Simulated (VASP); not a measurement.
# Bi (R-3m) in VASP: further runs

The runs below take Bi through single point, with PBEsol, PBE, r2SCAN.

Program: VASP 6.6.1. These are calculated values, not measurements. Logs are shortened: lines on timing, memory, paths and dates and some standing lists are left out, and cuts for length are marked.

## 1. The cell of the first run

The structure is trigonal, space group R-3m (No. 166). Conventional cell: a = 4.524 Å, b = 4.524 Å, c = 11.648 Å, α = 90.00°, β = 90.00°, γ = 120.00°. Bi (site symmetry 3m) has 6 Bi at 3.08 to 3.45 Å within 4.1 Å.

## 2. Single point, PBEsol

INCAR

```
PREC = Accurate
ENCUT = 520
EDIFF = 1E-6
ISMEAR = -1
SIGMA = 0.05
LREAL = False
LASPH = True
NELM = 80
ALGO = Normal
ISIF = 2
LWAVE = False
LCHARG = True
GGA = PS
LELF = True
LVHAR = True
NBANDS = 22
```

KPOINTS

```
regular mesh
0
Gamma
  7 7 7
```

POSCAR

```
Bi
1.0
    2.2622500000      1.3061100000      3.8826110000
   -2.2622500000      1.3061100000      3.8826110000
    0.0000000000     -2.6122210000      3.8826110000
Bi
2
Direct
    0.2368250000      0.2368250000      0.2368250000
    0.7631750000      0.7631750000      0.7631750000
```

Potentials or basis: VASP PAW PBE potentials, release 64 (Bi_d).

Run with:

```
$ cat potpaw_PBE.64/Bi_d/POTCAR > POTCAR
$ mpirun -np 1 vasp_std > vasp.out
```

OUTCAR:

```text
PREC = Accurate
   ENCUT = 520
   EDIFF = 1E-6
   ISMEAR = -1
   LREAL = False
   LASPH = True
   NELM = 80
   ISIF = 2
   GGA = PS

 ion  position               nearest neighbor table
   1  0.237  0.237  0.237-   2 3.08   2 3.08   2 3.08   2 3.45   2 3.45   2 3.45
   2  0.763  0.763  0.763-   1 3.08   1 3.08   1 3.08   1 3.45   1 3.45   1 3.45

  LATTYP: Found a trigonal (rhomboedric) cell.
 ALAT       =     4.6795690584
 COS(alpha) =     0.5325884197

  Lattice vectors:

 A1 = (   2.2622500000,   1.3061100000,   3.8826110000)
 A2 = (  -2.2622500000,   1.3061100000,   3.8826110000)
 A3 = (   0.0000000000,  -2.6122210000,   3.8826110000)

Analysis of symmetry for initial positions (statically):
=====================================================================
 Subroutine PRICEL returns:
 Original cell was already a primitive cell.

 Routine SETGRP: Setting up the symmetry group for a
 trigonal (rhombohedral) supercell.

 Subroutine GETGRP returns: Found 12 space group operations
 (whereof 12 operations were pure point group operations)
 out of a pool of 12 trial point group operations.

The static configuration has the point symmetry D_3d.

Analysis of symmetry for dynamics (positions and initial velocities):
=====================================================================
 Subroutine PRICEL returns:
 Original cell was already a primitive cell.

 Routine SETGRP: Setting up the symmetry group for a
 trigonal (rhombohedral) supercell.

 Subroutine GETGRP returns: Found 12 space group operations
 (whereof 12 operations were pure point group operations)
 out of a pool of 12 trial point group operations.

The dynamic configuration has the point symmetry D_3d.

 Subroutine INISYM returns: Found 12 space group operations
 (whereof 12 operations are pure point group operations),
 and found     1 'primitive' translations

----------------------------------------------------------------------------------------

                                     Primitive cell

  volume of cell :      68.8328

  direct lattice vectors                    reciprocal lattice vectors
     2.262250000  1.306110000  3.882611000     0.221018897  0.127605350  0.085852890
[... 77 lines left out ...]
   PREC   = accura    normal or accurate (medium, high low for compatibility)
   ISTART =      0    job   : 0-new  1-cont  2-samecut
   ICHARG =      2    charge: 1-file 2-atom 10-const
   ISPIN  =      1    spin polarized calculation?
   LNONCOLLINEAR =      F non collinear calculations
   LSORBIT =      F    spin-orbit coupling
   LASPH  =      T    aspherical Exc in radial PAW
   ENCUT  =  520.0 eV  38.22 Ry    6.18 a.u.   8.70  8.70  8.70*2*pi/ulx,y,z
   NELM   =     80;   NELMIN=  2; NELMDL= -5     # of ELM steps
   EDIFF  = 0.1E-05   stopping-criterion for ELM
   LREAL  =      F    real-space projection
   EDIFFG = 0.1E-04   stopping-criterion for IOM
   NSW    =      0    number of steps for IOM
   IBRION =     -1    ionic relax: 0-MD 1-quasi-New 2-CG
   NFREE  =      0    steps in history (QN), initial steepest desc. (CG)
   ISIF   =      2    stress and relaxation
   ISYM   =      2    0-nonsym 1-usesym 2-fastsym
   POTIM  = 0.5000    time-step for ionic-motion
   TEBEG  =    0.0;   TEEND  =   0.0 temperature during run
   PSTRESS=    0.0 pullay stress
   NELECT =      30.0000    total number of electrons
   NUPDOWN=      -1.0000    fix difference up-down
   EMIN   =  10.00;   EMAX   =-10.00  energy-range for DOS
   EFERMI =   0.00;   METHOD = LEGACY
   ISMEAR =    -1;   SIGMA  =   0.05  broadening in eV -4-tet -1-fermi 0-gaus
   EFERMI_NEDOS =   21; number of points for ismear=-14 and -15
   IALGO  =     38    algorithm
   IMIX   =      4    mixing-type and parameters
     AMIX     =   0.40;   BMIX     =  1.00
     AMIX_MAG =   1.60;   BMIX_MAG =  1.00
  volume/ion in A,a.u.               =      34.42       232.25
  Fermi-wavevector in a.u.,A,eV,Ry     =   1.241224  2.345573 20.961628  1.540636
  Thomas-Fermi vector in A             =   2.375631
   LORBIT       =      0    0 simple, 1 ext, 2 COOP (PROOUT), +10 PAW based schemes
   GGA     = PS    functional components
   LHFCALC =     F    Hartree Fock is set to
   AEXX    =    0.0000 exact exchange contribution
   IVDW    =     0    specifies the selected vdW correction
   LEPSILON=     F    determine dielectric tensor
   LRPA    =     F    only Hartree local field effects (RPA)
 non-spin polarized calculation
  energy-cutoff  :      520.00
  volume of cell :       68.83
 maximum number of plane-waves:      1883
   NGX = 17   NGY = 17   NGZ = 17

 number of electron      30.0000005 magnetization

 Free energy of the ion-electron system (eV)
  ---------------------------------------------------
  ext. energy  EPLUGINS =         0.00000000
  ---------------------------------------------------
  free energy    TOTEN  =        -8.63009709 eV

  energy without entropy =       -8.62867084  energy(sigma->0) =       -8.62938396

 E-fermi :   6.3107     XC(G=0):  -9.8130

 val. band max:        6.1767324471   @ k =   0.1429   0.1429   0.0000
 cond. band min:       6.4173636377   @ k =   0.4286   0.0000   0.0000
 fundamental gap:      0.2406311906
 Fermi energy:         6.3106987682

 k-point     1 :       0.0000    0.0000    0.0000
  band No.  band energies     occupation
      1     -16.4687      2.00000
      2     -16.4687      2.00000
      3     -16.3107      2.00000
      4     -16.3107      2.00000
      5     -16.3019      2.00000
      6     -16.1201      2.00000
[... 589 lines left out ...]
     21      14.6414      0.00000
     22      15.4142      0.00000

 [... further k-points ...]

------------------------ aborting loop because EDIFF is reached ----------------------------------------

  FORCE on cell =-STRESS in cart. coord.  units (eV):
  Direction    XX          YY          ZZ          XY          YZ          ZX
  --------------------------------------------------------------------------------------
  -------------------------------------------------------------------------------------
  Total       -0.0339050     -0.0339050     -0.1626627      0.0000000      0.0000000      0.0000000
  in kB       -0.7891851     -0.7891848     -3.7861960      0.0000000      0.0000003      0.0000000
  external PRESSURE =      -1.7881886 kB  Pullay stress =       0.0000000 kB

 VOLUME and BASIS-vectors are now :
 -----------------------------------------------------------------------------
  energy-cutoff  :      520.00
  volume of cell :       68.83
      direct lattice vectors                 reciprocal lattice vectors
     2.262250000  1.306110000  3.882611000     0.221018897  0.127605350  0.085852890
    -2.262250000  1.306110000  3.882611000    -0.221018897  0.127605350  0.085852890
     0.000000000 -2.612221000  3.882611000     0.000000000 -0.255210701  0.085852857

 POSITION                                       TOTAL-FORCE (eV/Angst)
 -----------------------------------------------------------------------------------
      0.00000     -0.00000      2.75850         0.000000      0.000000     -0.027528
      0.00000     -0.00000      8.88933         0.000000     -0.000000      0.027528
 -----------------------------------------------------------------------------------
    total drift:                                0.000000     -0.000000      0.000000

  FREE ENERGIE OF THE ION-ELECTRON SYSTEM (eV)
  ---------------------------------------------------
  free  energy   TOTEN  =        -8.6300970894 eV

  energy  without entropy=       -8.6286708396  energy(sigma->0) =       -8.62938396
```

stdout:

```text
POSCAR found type information on POSCAR Bi
 POSCAR found :  1 types and       2 ions
 scaLAPACK will be used
 -----------------------------------------------------------------------------
|                                                                             |
|                                                                             |
|     You enforced a specific xc type in the INCAR file but a different       |
|     I HOPE YOU KNOW WHAT YOU ARE DOING!                                     |
|                                                                             |
 -----------------------------------------------------------------------------

 LDA part: xc-table for (Slater+PW92), standard interpolation
 POSCAR, INCAR and KPOINTS ok, starting setup
 FFT: planning ... GRIDC
 FFT: planning ... GRID_SOFT
 FFT: planning ... GRID
 WAVECAR not read
 entering main loop
```

Run time: 82 s. Hardware: 1 thread of Intel Xeon 8259CL, shared host; peak memory 0.23 GiB.

What came out:

```
Free energy   : -8.6301 eV
Pressure      : -0.2 GPa
Largest force : 0.028 eV/Å
```

Forces in eV/Å, atoms in the order of the input:
```
Bi   0.000  0.000 -0.028
Bi   0.000  0.000  0.028
```

Levels at points of the mesh, in eV from the Fermi level:
```
           k point  band 12  band 13  band 14  band 15  band 16  band 17  band 18  band 19
(0.00, 0.00, 0.00)    -7.31    -1.42    -1.14    -1.14     2.84     3.15     3.15     5.59
```

Caveat: the PAW data sets were made with another functional, which shifts forces and pressure a little; spin-orbit coupling is left out, which moves the levels of the heavy elements.

## 3. Single point, PBE

INCAR

```
PREC = Accurate
ENCUT = 520
EDIFF = 1E-7
ISMEAR = -1
SIGMA = 0.05
LREAL = F
LASPH = T
NELM = 100
ALGO = Normal
ISIF = 2
LWAVE = F
LCHARG = T
GGA = PE
LELF = T
LVHAR = T
NBANDS = 22
```

KPOINTS is that of step 2.

POSCAR is that of step 2.

Potentials or basis: VASP PAW PBE potentials, release 64 (Bi_d).

Run with:

```
$ cat potpaw_PBE.64/Bi_d/POTCAR > POTCAR
$ mpirun -np 1 vasp_std > vasp.out
```

OUTCAR:

```text
PREC = Accurate
   ENCUT = 520
   EDIFF = 1E-7
   ISMEAR = -1
   LREAL = F
   LASPH = T
   NELM = 100
   ISIF = 2
   GGA = PE

 ion  position               nearest neighbor table
   1  0.237  0.237  0.237-   2 3.08   2 3.08   2 3.08   2 3.45   2 3.45   2 3.45
   2  0.763  0.763  0.763-   1 3.08   1 3.08   1 3.08   1 3.45   1 3.45   1 3.45

  LATTYP: Found a trigonal (rhomboedric) cell.
 ALAT       =     4.6795690584
 COS(alpha) =     0.5325884197

  Lattice vectors:

[... 785 lines left out ...]

------------------------ aborting loop because EDIFF is reached ----------------------------------------

  FORCE on cell =-STRESS in cart. coord.  units (eV):
  Direction    XX          YY          ZZ          XY          YZ          ZX
  --------------------------------------------------------------------------------------
  -------------------------------------------------------------------------------------
  Total        1.0499623      1.0499618      0.9261762      0.0000000     -0.0000001      0.0000000
  in kB       24.4392972     24.4392855     21.5580058      0.0000000     -0.0000019      0.0000000
  external PRESSURE =      23.4788628 kB  Pullay stress =       0.0000000 kB

 VOLUME and BASIS-vectors are now :
 -----------------------------------------------------------------------------
  energy-cutoff  :      520.00
  volume of cell :       68.83
      direct lattice vectors                 reciprocal lattice vectors
     2.262250000  1.306110000  3.882611000     0.221018897  0.127605350  0.085852890
    -2.262250000  1.306110000  3.882611000    -0.221018897  0.127605350  0.085852890
     0.000000000 -2.612221000  3.882611000     0.000000000 -0.255210701  0.085852857

 POSITION                                       TOTAL-FORCE (eV/Angst)
 -----------------------------------------------------------------------------------
      0.00000     -0.00000      2.75850         0.000000     -0.000000      0.027150
      0.00000     -0.00000      8.88933         0.000000      0.000000     -0.027150
 -----------------------------------------------------------------------------------
    total drift:                                0.000000     -0.000000      0.000000

  FREE ENERGIE OF THE ION-ELECTRON SYSTEM (eV)
  ---------------------------------------------------
  free  energy   TOTEN  =        -7.7648612730 eV

  energy  without entropy=       -7.7636147552  energy(sigma->0) =       -7.76423801
```

OSZICAR:

```text
N       E                     dE             d eps       ncg     rms          rms(c)
DAV:   1     0.308150192488E+03    0.30815E+03   -0.16295E+04  1936   0.164E+03
DAV:   2     0.182104010184E+02   -0.28994E+03   -0.28305E+03  1960   0.438E+02
DAV:   3    -0.687063121826E+01   -0.25081E+02   -0.24762E+02  2356   0.142E+02
DAV:   4    -0.773002255898E+01   -0.85939E+00   -0.85910E+00  2390   0.290E+01
DAV:   5    -0.776712602065E+01   -0.37103E-01   -0.37103E-01  2806   0.538E+00    0.100E+00
DAV:   6    -0.776457900246E+01    0.25470E-02   -0.16899E-02  2538   0.136E+00    0.604E-01
DAV:   7    -0.776466033776E+01   -0.81335E-04   -0.11303E-02  2516   0.121E+00    0.111E-01
DAV:   8    -0.776484844828E+01   -0.18811E-03   -0.15822E-03  2272   0.443E-01    0.184E-02
DAV:   9    -0.776486226728E+01   -0.13819E-04   -0.58559E-05  2810   0.661E-02    0.103E-02
DAV:  10    -0.776486081652E+01    0.14508E-05   -0.65198E-06  2168   0.224E-02    0.157E-03
DAV:  11    -0.776486133864E+01   -0.52212E-06   -0.55556E-07  2092   0.598E-03    0.107E-03
DAV:  12    -0.776486127302E+01    0.65617E-07   -0.16812E-07  1786   0.332E-03
   1 F= -.77648613E+01 E0= -.77642380E+01  d E =-.124652E-02
```

stdout:

```text
POSCAR found type information on POSCAR Bi
 POSCAR found :  1 types and       2 ions
 scaLAPACK will be used
 LDA part: xc-table for (Slater+PW92), standard interpolation
 POSCAR, INCAR and KPOINTS ok, starting setup
 FFT: planning ... GRIDC
 FFT: planning ... GRID_SOFT
 FFT: planning ... GRID
 WAVECAR not read
 entering main loop
```

Wall time 100 s (1 thread of Intel Xeon 8259CL, shared host); peak memory 0.22 GiB.

Results:

* Free energy: -7.7649 eV
* Pressure: 2.3 GPa
* Largest force: 0.027 eV/Å

Forces in eV/Å, atoms in the order of the input:
```
Bi   0.000  0.000  0.027
Bi   0.000  0.000 -0.027
```

Caveat: spin-orbit coupling is left out, which moves the levels of the heavy elements.

## 4. Single point, r2SCAN

POSCAR is that of step 3.

INCAR.step1

```
SYSTEM = Bi
ALGO = Normal
EDIFF = 1E-4
ENCUT = 520
GGA = PE
ISMEAR = -1
LASPH = .True.
LCHARG = .False.
LREAL = .False.
LWAVE = .True.
NBANDS = 22
NELM = 100
PREC = Accurate
SIGMA = 0.05
```

INCAR.step2

```
SYSTEM = Bi
ALGO = Normal
EDIFF = 1E-6
ENCUT = 520
ISIF = 2
ISMEAR = -1
ISTART = 1
LASPH = .True.
LCHARG = .False.
LMIXTAU = .True.
LREAL = .False.
LWAVE = .False.
METAGGA = R2SCAN
NBANDS = 22
NELM = 100
PREC = Accurate
SIGMA = 0.05
```

KPOINTS

```
k-points
0
Gamma
  7 7 7
  0 0 0
```

Run with:

```
$ cat potpaw_PBE.64/Bi_d/POTCAR > POTCAR
$ cp INCAR.step1 INCAR
$ mpirun -np 1 vasp_std > vasp.out
$ cp INCAR.step2 INCAR
$ mpirun -np 1 vasp_std > vasp.out
```

Run time: 5.6 min. Hardware: 1 thread of Intel Xeon 8259CL, shared host; peak memory 0.24 GiB.

The run converged. Its results:

```yaml
Free_energy: -116.9941 eV
Pressure: 1.4 GPa
Largest_force: 0.156 eV/Å
```

Forces in eV/Å, atoms in the order of the input:
```
Bi   0.000  0.000 -0.156
Bi   0.000  0.000  0.156
```

Levels at points of the mesh, in eV from the Fermi level:
| k point | band 12 | band 13 | band 14 | band 15 | band 16 | band 17 | band 18 | band 19 |
| --- | --- | --- | --- | --- | --- | --- | --- | --- |
| (0.00, 0.00, 0.00) | -7.53 | -1.66 | -1.40 | -1.40 | 2.87 | 3.19 | 3.19 | 5.98 |

Caveat: the PAW data sets were made with another functional, which shifts forces and pressure a little; spin-orbit coupling is left out, which moves the levels of the heavy elements.

## 5. Summary

```tsv
level	pressure (GPa)	largest force (eV/Å)
PBEsol	-0.2	0.03
PBE	2.3	0.03
r2SCAN	1.4	0.16
```

Alike in all rows: task single point; potentials or basis VASP PAW PBE potentials, release 64 (Bi_d); no spin polarisation; cell as given; k mesh 7 × 7 × 7; cutoff (eV) 520; smearing fermi-dirac 0.05 eV.

The pressure there spans -0.2 GPa (PBEsol) to 2.3 GPa (PBE); a positive pressure means that this level wants a larger cell, a negative one a smaller.

Caveats: spin-orbit coupling is left out, which moves the levels of the heavy elements; the PAW data sets were made with another functional, which shifts forces and pressure a little (at least some runs).

Absolute energies hang on the potentials; compare differences alone.
